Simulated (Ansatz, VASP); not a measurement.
# Li2O in VASP and in Ansatz

POSCAR

```
Li2O
1.0
    0.0000000000      2.3302002300      2.3302002300
    2.3302002300      0.0000000000      2.3302002300
    2.3302002300      2.3302002300      0.0000000000
Li O
2 1
Direct
    0.2500000000      0.2500000000      0.2500000000
    0.7500000000      0.7500000000      0.7500000000
    0.0000000000      0.0000000000      0.0000000000
```

INCAR.step1

```
SYSTEM = Li2O
PREC = Accurate
ENCUT = 720
ISMEAR = -1
SIGMA = 0.02
LREAL = .FALSE.
LASPH = .TRUE.
NELM = 120
GGA = PE
ALGO = Normal
EDIFF = 1E-5
LWAVE = .TRUE.
LCHARG = .FALSE.
GGA_COMPAT = .FALSE.
IBRION = 2
EDIFFG = -0.01
NELMIN = 4
NSW = 100
```

Contents of INCAR.step2:

```
SYSTEM = Li2O
PREC = Accurate
ENCUT = 720
EDIFF = 1E-7
ISMEAR = -1
SIGMA = 0.02
LREAL = .FALSE.
LASPH = .TRUE.
NELM = 120
ALGO = Normal
ISIF = 2
LWAVE = .FALSE.
LCHARG = .FALSE.
METAGGA = R2SCAN
LMIXTAU = .TRUE.
IBRION = 2
NSW = 50
EDIFFG = -0.01
ISTART = 1
GGA_COMPAT = .FALSE.
NELMIN = 4
```

File KPOINTS:

```
Automatic mesh
0
G
  10 10 10
  0 0 0
```

Input for Ansatz:

```yaml
crystal:
  lattice:
    - [0.0, 2.33020023, 2.33020023]
    - [2.33020023, 0.0, 2.33020023]
    - [2.33020023, 2.33020023, 0.0]
  atoms:
    - { symbol: Li, position: [0.25, 0.25, 0.25] }
    - { symbol: Li, position: [0.75, 0.75, 0.75] }
    - { symbol: O, position: [0.0, 0.0, 0.0] }
  symmetry: { tolerance: 0.0003 }
hamiltonian:
  xc: r2scan
  pseudopotentials: { kind: paw, azcp: { folder: soft_1 } }
basis:
  ecutwfc: 500
magnetization:
  spin_polarized: false
scf:
  occupations: { method: fermi_dirac, width: 0.02 }
kpoints:
  mp_grid: { grid: [10, 10, 10], shift: [0, 0, 0] }
  band_path:
    path:
      - [0.0, 0.0, 0.0]
      - [0.5, 0.0, 0.5]
      - [0.625, 0.25, 0.625]
      - [0.375, 0.375, 0.75]
      - [0.0, 0.0, 0.0]
      - [0.5, 0.5, 0.5]
      - [0.5, 0.25, 0.75]
      - [0.5, 0.0, 0.5]
    npoints: 10
output:
  forces: true
  stress: true
  eigenvalues: true
  write_potential: true
  elf: true
  volumetric_format: npy
  dos: { e_range: [-12, 8], de: 0.05 }
relax:
  max_steps: 30
```

Alike in both runs: task relaxation of the atoms; functional r2SCAN; k mesh 10 × 10 × 10; occupations fermi-dirac, width 0.02 eV; no spin polarisation.

```csv
,VASP,Ansatz
version,VASP 6.6.1,Ansatz 0.2.0
potentials or method,"VASP PAW PBE potentials, release 64 (Li_sv, O), cutoff 720 eV",PAW plane waves
valence electrons in the cell,12,12
```

```csv
,VASP,Ansatz,Ansatz less VASP
"gap on the k mesh at the Fermi level, each at its own relaxed structure (eV)",5.61,5.65,+0.032
```

VASP's potentials were made for PBE, not for r2SCAN. Ansatz's warnings: stress scf threshold loose.

Noted on VASP's run: the relaxation stopped at its first step, so nothing moved.
